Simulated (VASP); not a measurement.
Wanted: the native input for a VASP 6.6.1 run.

* Task: single point
* Functional: r2SCAN
* Potentials or basis: VASP PAW PBE potentials, release 64 (Ti_sv, Al)
* Cutoff: 520 eV
* k mesh: 12 × 12 × 12
* Occupations: gaussian, width 0.15 eV
* Spin: no spin polarisation
* Dipole correction: no
* Further INCAR settings: ALGO = Normal; EDIFF = 1e-06; NBANDS = 18

The system is TiAl3.

```
Ti Al
1.0
     3.95567    0.00000    0.00000
     0.00000    3.95567    0.00000
     0.00000    0.00000    3.95567
Ti Al
1 3
Direct
  0.02554 0.02554 0.02554
  0.50000 0.50000 0.00000
  0.50000 0.00000 0.50000
  0.00000 0.50000 0.50000
```

This cell differs from its parent crystal: atom 1 (Ti) moved +0.175 Å along Cartesian [1 1 1].

One way to write it, as run:

POSCAR

```
TiAl3
1.0
    3.9556712500      0.0000000000      0.0000000000
    0.0000000000      3.9556712500      0.0000000000
    0.0000000000      0.0000000000      3.9556712500
Ti Al
1 3
Direct
    0.0255421370      0.0255421370      0.0255421370
    0.5000000000      0.5000000000      0.0000000000
    0.5000000000      0.0000000000      0.5000000000
    0.0000000000      0.5000000000      0.5000000000
```

INCAR.step1

```
SYSTEM = TiAl3
  ALGO = Normal
  EDIFF = 1E-4
  ENCUT = 520
  GGA = PE
  ISMEAR = 0
  LASPH = .TRUE.
  LCHARG = .FALSE.
  LREAL = .FALSE.
  LWAVE = .TRUE.
  NBANDS = 18
  NELM = 80
  PREC = Accurate
  SIGMA = 0.15
```

INCAR.step2

```
SYSTEM = TiAl3
  ALGO = Normal
  EDIFF = 1E-6
  ENCUT = 520
  ISIF = 2
  ISMEAR = 0
  ISTART = 1
  LASPH = .TRUE.
  LCHARG = .FALSE.
  LMIXTAU = .TRUE.
  LREAL = .FALSE.
  LWAVE = .FALSE.
  METAGGA = R2SCAN
  NBANDS = 18
  NELM = 80
  PREC = Accurate
  SIGMA = 0.15
```

KPOINTS

```
k-points
0
G
  12 12 12
  0 0 0
```

Potentials or basis: VASP PAW PBE potentials, release 64 (Ti_sv, Al).

Launch:

```bash
$ cat potpaw_PBE.64/Ti_sv/POTCAR potpaw_PBE.64/Al/POTCAR > POTCAR
$ cp INCAR.step1 INCAR
$ mpirun -np 1 vasp_std > vasp.out
$ cp INCAR.step2 INCAR
$ mpirun -np 1 vasp_std > vasp.out
```

Results of the run:

| Item | Value |
| --- | --- |
| Pressure | 1.0 GPa |
| Largest force | 1.798 eV/Å |
| Band gap on the k mesh | zero (an odd number of electrons rules out a gap without spin polarisation) |

Caveat: the cell differs from its parent crystal (atom 1 (Ti) moved +0.175 Å along Cartesian [1 1 1]); the PAW data sets were made with another functional, which shifts forces and pressure a little.

Wall time 9.6 min on 1 thread of Intel(R) Xeon(R) Platinum 8259CL CPU @ 2.50GHz (Skylake/Cascade Lake), with other jobs on the host, peak memory 0.32 GiB.
